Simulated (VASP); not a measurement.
A run of VASP 6.6.1:

File INCAR:

```
SYSTEM = Al2O3
PREC = Accurate ; ENCUT = 520
EDIFF = 1E-7 ; ISMEAR = -1
SIGMA = 0.05 ; LREAL = .False.
LASPH = .True. ; NELM = 100
ALGO = Normal ; ISIF = 2
LWAVE = .False. ; LCHARG = .False.
GGA = PE ; NBANDS = 35
```

The input KPOINTS:

```
Automatic mesh
0
Gamma
  7 7 7
  0 0 0
```

File POSCAR:

```
Al2O3
1.0
    2.3480805160      1.3556649179      4.2733207511
   -2.3480805160      1.3556649179      4.2733207511
    0.0000000000     -2.7113298360      4.2733207511
Al O
4 6
Direct
    0.8521600000      0.8521600000      0.8521600000
    0.6478400000      0.6478400000      0.6478400000
    0.1478400000      0.1478400000      0.1478400000
    0.3521600000      0.3521600000      0.3521600000
    0.0566800000      0.7500000000      0.4433200000
    0.7500000000      0.4433200000      0.0566800000
    0.4433200000      0.0566800000      0.7500000000
    0.9433200000      0.2500000000      0.5566800000
    0.2500000000      0.5566800000      0.9433200000
    0.5566800000      0.9433200000      0.2500000000
```

Potentials or basis: VASP PAW PBE potentials, release 64 (Al, O).

The run is started by

```console
$ cat potpaw_PBE.64/Al/POTCAR potpaw_PBE.64/O/POTCAR > POTCAR
$ mpirun -np 1 vasp_std > vasp.out
```

Hardware: 1 thread of Intel Xeon 8259CL, with other jobs on the host.

**Question.** How long does it take, and how much memory?

**Answer.** It took 4.2 min on 1 thread of Intel Xeon 8259CL, on a shared host, peak memory 0.28 GiB. Counts: scf iterations 14, k points 44.
